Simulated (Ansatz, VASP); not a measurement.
**I: VASP beside Ansatz**

```
I
1.0
     0.00000    2.38127    3.93573
     2.20676    0.00000    3.93573
     2.20676    2.38127    0.00000
I
1
Cartesian
  0.0000 0.0000 0.0000
```

Alike in both runs: task single point; functional PBE; dispersion D3(BJ); k mesh 9 × 9 × 9; occupations fermi-dirac, width 0.05 eV; no spin polarisation.

```csv
,VASP,Ansatz
version,VASP 6.6.1,Ansatz 0.2.0
potentials or method,"VASP PAW PBE potentials, release 64 (I)",Ansatz PAW
plane-wave cutoff (eV),520,420
valence electrons in the cell,7,17
```

```tsv
	VASP	Ansatz	Ansatz less VASP
gap on the k mesh at the Fermi level (eV)	none	none	-
pressure (GPa)	-1.4	-1.4	+0.03
traceless stress, the component that is largest in VASP (GPa)	0.56	0.52	-0.031
```

A gap of «none» marks a metal or a gap that the smearing closes. VASP's potentials hold 7 valence electrons a cell and Ansatz's 17, so a difference there can come from the potentials and not from the codes.

Spin-orbit coupling is off throughout.
